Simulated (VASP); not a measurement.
Set up this calculation in VASP 6.6.1, as the native input.

```yaml
Task: single point
Functional: PBEsol
Potentials_or_basis: VASP PAW PBE potentials, release 64 (C)
Cutoff: 520 eV
k_mesh: 18 × 18 × 6
Occupations: gaussian, width 0.15 eV
Spin: no spin polarisation
Dipole_correction: no
Further_INCAR_settings: ALGO = Normal; EDIFF = 1e-06; NBANDS = 16
```

The structure of C lies in POSCAR:

```
C
1.0
    1.2294746187     -1.9800490057      0.0000000000
    1.2294746187      1.9800490057      0.0000000000
    0.0000000000      0.0000000000      7.3778182888
C
4
Direct
    0.0833216498      0.9166783502      0.7498439858
    0.5833216498      0.4166783502      0.2501560142
    0.9166783502      0.0833216498      0.2501560142
    0.4166783502      0.5833216498      0.7498439858
```

This cell differs from its parent crystal: normal strain along x +0.0000, normal strain along y -0.0700.

The input as run:

INCAR

```
PREC = Accurate ; ENCUT = 520
EDIFF = 1E-6 ; ISMEAR = 0
SIGMA = 0.15 ; LREAL = False
LASPH = True ; NELM = 60
ALGO = Normal ; ISIF = 2
LWAVE = False ; LCHARG = False
GGA = PS ; NBANDS = 16
```

KPOINTS

```
Automatic mesh
0
Gamma
  18 18 6
```

Potentials or basis: VASP PAW PBE potentials, release 64 (C).

Launch:

```bash
$ cat potpaw_PBE.64/C/POTCAR > POTCAR
$ mpirun -np 1 vasp_std > vasp.out
```

Results of the run:

```json
{"Pressure": "34.6 GPa", "Largest force": "1.884 eV/Å"}
```

Caveat: the cell differs from its parent crystal (normal strain along x +0.0000, normal strain along y -0.0700); the stress differs along the axes, from -0 to 89 GPa; this functional lacks dispersion, which binds layers or chains, so the pressure and a relaxed spacing across them are unreliable; the PAW data sets were made with another functional, which shifts forces and pressure a little.

Run time: 4.1 min on 1 thread of Intel(R) Xeon(R) Platinum 8488C (Sapphire Rapids), with other jobs on the host, peak memory 0.26 GiB.
